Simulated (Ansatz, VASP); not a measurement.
**Sr: VASP beside Ansatz**

INCAR

```
ALGO = Fast ; EDIFF = 1E-7
ENCUT = 520 ; GGA = PS
ISIF = 2 ; ISMEAR = 0
LASPH = T ; LCHARG = F
LREAL = F ; LWAVE = F
NBANDS = 17 ; NELM = 60
PREC = Accurate ; SIGMA = 0.15
```

KPOINTS

```
k-points
0
Gamma
  15 15 8
```

Contents of POSCAR:

```
Sr
1.0
    4.2453502174      0.0000000000      0.0000000000
   -2.1226751087      3.6765811362      0.0000000000
    0.0000000000      0.0000000000      7.2615000000
Sr
2
Direct
    0.3333333333      0.6666666667      0.2500000000
    0.6666666667      0.3333333333      0.7500000000
```

Input for Ansatz:

```yaml
crystal:
  lattice:
    - [4.2453502174, 0.0, 0.0]
    - [-2.1226751087, 3.6765811362, 0.0]
    - [0.0, 0.0, 7.2615]
  atoms:
    - { symbol: Sr, position: [0.3333333333, 0.6666666667, 0.25] }
    - { symbol: Sr, position: [0.6666666667, 0.3333333333, 0.75] }
basis:
  ecutwfc: 420
kpoints:
  mp_grid: { grid: [15, 15, 8] }
hamiltonian:
  xc: pbesol
scf:
  occupations: { method: gaussian, width: 0.15 }
output:
  forces: true
  stress: true
  eigenvalues: true
```

Change from the starting cell: strain -0.015 along x and y, +0.030 along z, atoms carried along.

Alike in both runs: task single point; functional PBEsol; k mesh 15 × 15 × 8; occupations gaussian, width 0.15 eV; no spin polarisation.

|  | VASP | Ansatz |
| --- | --- | --- |
| version | VASP 6.6.1 | Ansatz 0.2.0 |
| potentials or method | VASP PAW PBE potentials, release 64 (Sr_sv), cutoff 520 eV | scalar-relativistic, plane waves, PAW |
| valence electrons in the cell | 20 | 20 |

```csv
,VASP,Ansatz,Ansatz less VASP
gap on the k mesh at the Fermi level (eV),none,none,-
pressure (GPa),-0.8,-0.8,-0.01
"traceless stress, the component that is largest in VASP (GPa)",-0.57,-0.56,+0.001
```

VASP's potentials were made for PBE, not for PBEsol. A gap of «none» marks a metal or a gap that the smearing closes.
